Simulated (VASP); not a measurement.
# H2CO in VASP: notebook

Runs on H2CO. Level: PBE. Tasks: single point.

Program: VASP 6.6.1. These are calculated values, not measurements. Logs are shortened: lines on timing, memory, paths and dates and some standing lists are left out, and cuts for length are marked.

### Step 1. The cell of the first run

The cell holds a disordered packing, 12 atoms: a = 6.415 Å, b = 6.415 Å, c = 6.415 Å, α = 90.00°, β = 90.00°, γ = 90.00°.

### Step 2. Single point, PBE

INCAR reads:

```
PREC = Accurate
ENCUT = 1000
EDIFF = 1E-6
ISMEAR = -1
SIGMA = 0.02
LREAL = F
LASPH = T
NELM = 120
ALGO = Normal
ISIF = 2
LWAVE = F
LCHARG = F
GGA = PE
NBANDS = 30
GGA_COMPAT = F
```

KPOINTS reads:

```
regular mesh
0
Gamma
  1 1 1
```

POSCAR reads:

```
H2CO
1.0
    6.4150690000      0.0000000000      0.0000000000
    0.0000000000      6.4150690000      0.0000000000
    0.0000000000      0.0000000000      6.4150690000
O C H
3 3 6
Direct
    0.7669286176      1.1693093247      0.4675865528
    1.0465203102      0.6559243556      0.7445282350
    0.1637706469      0.7154404730      0.1800604171
    0.6010067857      1.1634637133      0.5197138176
    0.9145497889      0.7674118548      0.7957357902
    0.1941054726      0.8672704845      0.2662481105
    0.2479474500      0.0699758646      0.7994458049
    0.3197315571      0.0741535282      0.8963270699
    0.8116670296      0.1769739343      0.0760864770
    0.8848384951      0.1691174327      0.1641759426
    0.6938974468      0.7207716706      0.4319672945
    0.6217392206      0.6335551496      0.3861377017
```

Potentials or basis: VASP PAW PBE potentials, release 64 (O_h, C_h, H_h).

The run is started by

```sh
$ cat potpaw_PBE.64/O_h/POTCAR potpaw_PBE.64/C_h/POTCAR potpaw_PBE.64/H_h/POTCAR > POTCAR
$ mpirun -np 1 vasp_gam > vasp.out
```

OUTCAR:

```text
PREC = Accurate
   ENCUT = 1000
   EDIFF = 1E-6
   ISMEAR = -1
   LREAL = F
   LASPH = T
   NELM = 120
   ISIF = 2
   GGA = PE

 ion  position               nearest neighbor table
   1  0.767  0.169  0.468-   4 1.12
   2  0.047  0.656  0.745-   5 1.16
   3  0.164  0.715  0.180-   6 1.14
   4  0.601  0.163  0.520-   1 1.12
   5  0.915  0.767  0.796-   2 1.16
   6  0.194  0.867  0.266-   3 1.14
   7  0.248  0.070  0.799-   8 0.77
   8  0.320  0.074  0.896-   7 0.77
   9  0.812  0.177  0.076-  10 0.74
  10  0.885  0.169  0.164-   9 0.74
  11  0.694  0.721  0.432-  12 0.78
  12  0.622  0.634  0.386-  11 0.78

  LATTYP: Found a simple cubic cell.
 ALAT       =     6.4150690000

  Lattice vectors:

 A1 = (   6.4150690000,   0.0000000000,   0.0000000000)
 A2 = (   0.0000000000,   6.4150690000,   0.0000000000)
 A3 = (   0.0000000000,   0.0000000000,   6.4150690000)

Analysis of symmetry for initial positions (statically):
=====================================================================
 Subroutine PRICEL returns:
 Original cell was already a primitive cell.

 Routine SETGRP: Setting up the symmetry group for a
 simple cubic supercell.

 Subroutine GETGRP returns: Found  1 space group operations
 (whereof  1 operations were pure point group operations)
 out of a pool of 48 trial point group operations.

The static configuration has the point symmetry C_1 .

Analysis of symmetry for dynamics (positions and initial velocities):
=====================================================================
 Subroutine PRICEL returns:
 Original cell was already a primitive cell.

 Routine SETGRP: Setting up the symmetry group for a
 simple cubic supercell.

 Subroutine GETGRP returns: Found  1 space group operations
 (whereof  1 operations were pure point group operations)
 out of a pool of 48 trial point group operations.

The dynamic configuration has the point symmetry C_1 .

 Subroutine INISYM returns: Found  1 space group operations
 (whereof  1 operations are pure point group operations),
 and found     1 'primitive' translations

----------------------------------------------------------------------------------------

                                     Primitive cell

  volume of cell :     264.0000

  direct lattice vectors                    reciprocal lattice vectors
     6.415069000  0.000000000  0.000000000     0.155882969  0.000000000  0.000000000
     0.000000000  6.415069000  0.000000000     0.000000000  0.155882969  0.000000000
     0.000000000  0.000000000  6.415069000     0.000000000  0.000000000  0.155882969

  length of vectors
     6.415069000  6.415069000  6.415069000     0.155882969  0.155882969  0.155882969

  position of ions in fractional coordinates (direct lattice)
     0.766928618  0.169309325  0.467586553
     0.046520310  0.655924356  0.744528235
     0.163770647  0.715440473  0.180060417
     0.601006786  0.163463713  0.519713818
     0.914549789  0.767411855  0.795735790
     0.194105473  0.867270484  0.266248111
     0.247947450  0.069975865  0.799445805
     0.319731557  0.074153528  0.896327070
     0.811667030  0.176973934  0.076086477
     0.884838495  0.169117433  0.164175943
     0.693897447  0.720771671  0.431967294
     0.621739221  0.633555150  0.386137702

  ion indices of the primitive-cell ions
   primitive index   ion index
                 1           1
                 2           2
                 3           3
                 4           4
                 5           5
                 6           6
                 7           7
                 8           8
                 9           9
                10          10
                11          11
                12          12

----------------------------------------------------------------------------------------

 KPOINTS: regular mesh

Automatic generation of k-mesh.
 Grid dimensions read from file:
 generate k-points for:    1    1    1

 Generating k-lattice:

  Cartesian coordinates                     Fractional coordinates (reciprocal lattice)
     0.155882969  0.000000000  0.000000000     1.000000000  0.000000000  0.000000000
     0.000000000  0.155882969  0.000000000     0.000000000  1.000000000  0.000000000
     0.000000000  0.000000000  0.155882969     0.000000000  0.000000000  1.000000000

  Length of vectors
     0.155882969  0.155882969  0.155882969

  Shift w.r.t. Gamma in fractional coordinates (k-lattice)
     0.000000000  0.000000000  0.000000000

 Subroutine IBZKPT returns following result:
 ===========================================

 Found      1 irreducible k-points:

 Following reciprocal coordinates:
            Coordinates               Weight
  0.000000  0.000000  0.000000      1.000000
   k-points           NKPTS =      1   k-points in BZ     NKDIM =      1   number of bands    NBANDS=     30
   number of dos      NEDOS =    301   number of ions     NIONS =     12
   total plane-waves  NPLWV = 343000
   dimension x,y,z NGX =    70 NGY =   70 NGZ =   70
   dimension x,y,z NGXF=   140 NGYF=  140 NGZF=  140
   ions per type =               3   3   6
   NGX,Y,Z   is equivalent  to a cutoff of  18.14, 18.14, 18.14 a.u.
   NGXF,Y,Z  is equivalent  to a cutoff of  36.28, 36.28, 36.28 a.u.
 SYSTEM =  unknown system
   PREC   = accura    normal or accurate (medium, high low for compatibility)
   ISTART =      0    job   : 0-new  1-cont  2-samecut
   ICHARG =      2    charge: 1-file 2-atom 10-const
   ISPIN  =      1    spin polarized calculation?
   LNONCOLLINEAR =      F non collinear calculations
   LSORBIT =      F    spin-orbit coupling
   LASPH  =      T    aspherical Exc in radial PAW
   ENCUT  = 1000.0 eV  73.50 Ry    8.57 a.u.  16.54 16.54 16.54*2*pi/ulx,y,z
   NELM   =    120;   NELMIN=  2; NELMDL= -5     # of ELM steps
   EDIFF  = 0.1E-05   stopping-criterion for ELM
   LREAL  =      F    real-space projection
   EDIFFG = 0.1E-04   stopping-criterion for IOM
   NSW    =      0    number of steps for IOM
   IBRION =     -1    ionic relax: 0-MD 1-quasi-New 2-CG
   NFREE  =      0    steps in history (QN), initial steepest desc. (CG)
   ISIF   =      2    stress and relaxation
   ISYM   =      2    0-nonsym 1-usesym 2-fastsym
   POTIM  = 0.5000    time-step for ionic-motion
   TEBEG  =    0.0;   TEEND  =   0.0 temperature during run
   PSTRESS=    0.0 pullay stress
   NELECT =      36.0000    total number of electrons
   NUPDOWN=      -1.0000    fix difference up-down
   EMIN   =  10.00;   EMAX   =-10.00  energy-range for DOS
   EFERMI =   0.00;   METHOD = LEGACY
   ISMEAR =    -1;   SIGMA  =   0.02  broadening in eV -4-tet -1-fermi 0-gaus
   EFERMI_NEDOS =   21; number of points for ismear=-14 and -15
   IALGO  =     38    algorithm
   IMIX   =      4    mixing-type and parameters
     AMIX     =   0.40;   BMIX     =  1.00
     AMIX_MAG =   1.60;   BMIX_MAG =  1.00
  volume/ion in A,a.u.               =      22.00       148.46
  Fermi-wavevector in a.u.,A,eV,Ry     =   0.842638  1.592355  9.660663  0.710039
  Thomas-Fermi vector in A             =   1.957377
   LORBIT       =      0    0 simple, 1 ext, 2 COOP (PROOUT), +10 PAW based schemes
   GGA     = PE    functional components
   LHFCALC =     F    Hartree Fock is set to
   AEXX    =    0.0000 exact exchange contribution
   IVDW    =     0    specifies the selected vdW correction
   LEPSILON=     F    determine dielectric tensor
   LRPA    =     F    only Hartree local field effects (RPA)
 non-spin polarized calculation
  energy-cutoff  :     1000.00
  volume of cell :      264.00
 maximum number of plane-waves:      9475
 NGX is ok and might be reduce to    70
   NGX = 33   NGY = 33   NGZ = 33

 number of electron      36.0000000 magnetization

 Free energy of the ion-electron system (eV)
  ---------------------------------------------------
  ext. energy  EPLUGINS =         0.00000000
  ---------------------------------------------------
  free energy    TOTEN  =       -64.82925810 eV

  energy without entropy =      -64.82925810  energy(sigma->0) =      -64.82925810

 E-fermi :  -5.8280     XC(G=0):  -5.2269

 val. band max:       -6.3807198354   @ k =   0.0000   0.0000   0.0000
 cond. band min:      -0.1517444812   @ k =   0.0000   0.0000   0.0000
 fundamental gap:      6.2289753542
 Fermi energy:        -5.8280224923

 k-point     1 :       0.0000    0.0000    0.0000
  band No.  band energies     occupation
      1     -27.1975      2.00000
      2     -26.9162      2.00000
      3     -26.5915      2.00000
      4     -11.9232      2.00000
      5     -11.8440      2.00000
      6     -11.7798      2.00000
      7      -9.8111      2.00000
      8      -9.7283      2.00000
      9      -9.6769      2.00000
     10      -9.4863      2.00000
     11      -9.2839      2.00000
     12      -9.0239      2.00000
     13      -8.3772      2.00000
     14      -7.9614      2.00000
     15      -7.6032      2.00000
     16      -6.6563      2.00000
     17      -6.6295      2.00000
     18      -6.3807      2.00000
     19      -0.1517      0.00000
     20      -0.0389      0.00000
     21       0.1452      0.00000
     22       0.1806      0.00000
     23       0.5458      0.00000
     24       0.7611      0.00000
     25       2.5304      0.00000
     26       2.9128      0.00000
     27       3.6009      0.00000
     28       4.0900      0.00000
     29       4.2757      0.00000
     30       4.7554      0.00000

------------------------ aborting loop because EDIFF is reached ----------------------------------------

  FORCE on cell =-STRESS in cart. coord.  units (eV):
  Direction    XX          YY          ZZ          XY          YZ          ZX
  --------------------------------------------------------------------------------------
  -------------------------------------------------------------------------------------
  Total        1.5726514     -1.0182596      2.1822674      0.9668539     -0.7635229     -0.8602564
  in kB        9.5441896     -6.1796672     13.2438589      5.8676939     -4.6337080     -5.2207690
  external PRESSURE =       5.5361271 kB  Pullay stress =       0.0000000 kB

 VOLUME and BASIS-vectors are now :
 -----------------------------------------------------------------------------
  energy-cutoff  :     1000.00
  volume of cell :      264.00
      direct lattice vectors                 reciprocal lattice vectors
     6.415069000  0.000000000  0.000000000     0.155882969  0.000000000  0.000000000
     0.000000000  6.415069000  0.000000000     0.000000000  0.155882969  0.000000000
     0.000000000  0.000000000  6.415069000     0.000000000  0.000000000  0.155882969

 POSITION                                       TOTAL-FORCE (eV/Angst)
 -----------------------------------------------------------------------------------
      4.91990      1.08613      2.99960         2.283647      0.093095     -0.262567
      0.29843      4.20780      4.77620        -1.663146      1.324412      0.543239
      1.05060      4.58960      1.15510         0.095490      0.053684      0.220799
      3.85550      1.04863      3.33400        -2.408130     -0.003783      0.787403
      5.86690      4.92300      5.10470         1.583021     -1.436746     -0.683708
      1.24520      5.56360      1.70800        -0.000125     -0.108103     -0.025306
      1.59060      0.44890      5.12850         0.534973      0.082382      0.713922
      2.05110      0.47570      5.75000        -0.539435     -0.000667     -0.668782
      5.20690      1.13530      0.48810        -0.200344      0.028068     -0.565218
      5.67630      1.08490      1.05320         0.326614      0.014346      0.001075
      4.45140      4.62380      2.77110        -0.647964     -0.785623     -0.435979
      3.98850      4.06430      2.47710         0.635400      0.738934      0.375121
 -----------------------------------------------------------------------------------
    total drift:                                0.000608     -0.000338     -0.000622

  FREE ENERGIE OF THE ION-ELECTRON SYSTEM (eV)
  ---------------------------------------------------
  free  energy   TOTEN  =       -64.8292580954 eV

  energy  without entropy=      -64.8292580954  energy(sigma->0) =      -64.82925810
```

Wall time 48 s (1 thread of Intel Xeon Platinum 8259CL at 2.50GHz (Skylake/Cascade Lake), shared host); peak memory 0.64 GiB.

Results:

- Free energy: -64.8293 eV
- Pressure: 0.6 GPa
- Largest force: 2.534 eV/Å

Forces in eV/Å, atoms in the order of the input:
```
O    2.284  0.093 -0.263
O   -1.663  1.324  0.543
O    0.095  0.054  0.221
C   -2.408 -0.004  0.787
C    1.583 -1.437 -0.684
C    0.000 -0.108 -0.025
H    0.535  0.082  0.714
H   -0.539 -0.001 -0.669
H   -0.200  0.028 -0.565
H    0.327  0.014  0.001
H   -0.648 -0.786 -0.436
H    0.635  0.739  0.375
```

Stress tensor (GPa, compression positive):
```
 0.95  0.59 -0.52
 0.59 -0.62 -0.46
-0.52 -0.46  1.32
```

Caveat: the k points lie up to 0.98 Å⁻¹ apart, too coarse for converged energies, forces and pressures.

### Step 3. Single point, PBE

INCAR reads:

```
SYSTEM = H2CO
ALGO     = Normal         ! electronic algorithm
EDIFF    = 1E-6           ! SCF threshold, eV
ENCUT    = 1000           ! plane-wave cutoff, eV
GGA      = PE             ! functional
GGA_COMPAT= .False.      
ISIF     = 2              ! what is computed and relaxed
ISMEAR   = -1             ! smearing method
LASPH    = .True.         ! aspherical terms in the spheres
LCHARG   = .False.        ! write CHGCAR
LREAL    = .False.        ! projectors in reciprocal space
LWAVE    = .False.        ! write WAVECAR
NBANDS   = 30             ! bands
NELM     = 120            ! most SCF steps
PREC     = Accurate       ! precision mode
SIGMA    = 0.02           ! smearing width, eV
```

KPOINTS reads:

```
k-points
0
Gamma
  1 1 1
  0 0 0
```

POSCAR reads:

```
H2CO
1.0
    6.4150690000      0.0000000000      0.0000000000
    0.0000000000      6.4150690000      0.0000000000
    0.0000000000      0.0000000000      6.4150690000
O C H
3 3 6
Direct
    0.7085687579      1.0326133475      0.5980659873
    1.0925309897      0.6516023368      0.7891211781
    0.1285017957      0.8697601493      0.2842613337
    0.5600211050      1.1248334347      0.5703713577
    0.9260578075      0.6106590485      0.8336203445
    0.3014651372      0.8853850504      0.2509237692
    0.0875105826      0.1718616856      0.8874082095
    0.1441764470      0.1281722763      0.7947684504
    0.5454243509      0.2272368017      0.0595477482
    0.5847549136      0.3354138766      0.0374792982
    0.6268964050      0.6176019617      0.3984424984
    0.6024859078      0.5089252308      0.4348996247
```

Potentials or basis: VASP PAW PBE potentials, release 64 (O_h, C_h, H_h).

The run is started by

```sh
$ cat potpaw_PBE.64/O_h/POTCAR potpaw_PBE.64/C_h/POTCAR potpaw_PBE.64/H_h/POTCAR > POTCAR
$ mpirun -np 1 vasp_gam > vasp.out
```

Run time: 50 s. Hardware: 1 thread of Intel Xeon Platinum 8488C (Sapphire Rapids), shared host; peak memory 0.64 GiB.

The run converged. Its results:

| Quantity | Value |
| --- | --- |
| Free energy | -65.2016 eV |
| Pressure | 0.3 GPa |
| Largest force | 0.143 eV/Å |

Forces in eV/Å, atoms in the order of the input:
```
O    0.040 -0.012  0.002
O   -0.007  0.012 -0.002
O   -0.139 -0.018  0.026
C   -0.042  0.022  0.001
C    0.024 -0.012 -0.007
C    0.105  0.009 -0.031
H    0.014 -0.021 -0.026
H   -0.016  0.013  0.022
H    0.032  0.069 -0.005
H   -0.013 -0.070  0.016
H   -0.002 -0.043  0.006
H    0.004  0.050 -0.002
```

Stress tensor (GPa, compression positive):
```
0.24 0.03 0.07
0.03 0.20 0.04
0.07 0.04 0.38
```

Levels at points of the mesh, in eV from the Fermi level:
| k point | band 16 | band 17 | band 18 | band 19 | band 20 | band 21 |
| --- | --- | --- | --- | --- | --- | --- |
| (0.00, 0.00, 0.00) | -0.98 | -0.79 | -0.57 | 5.57 | 5.86 | 6.11 |

Caveat: the k points lie up to 0.98 Å⁻¹ apart, too coarse for converged energies, forces and pressures.
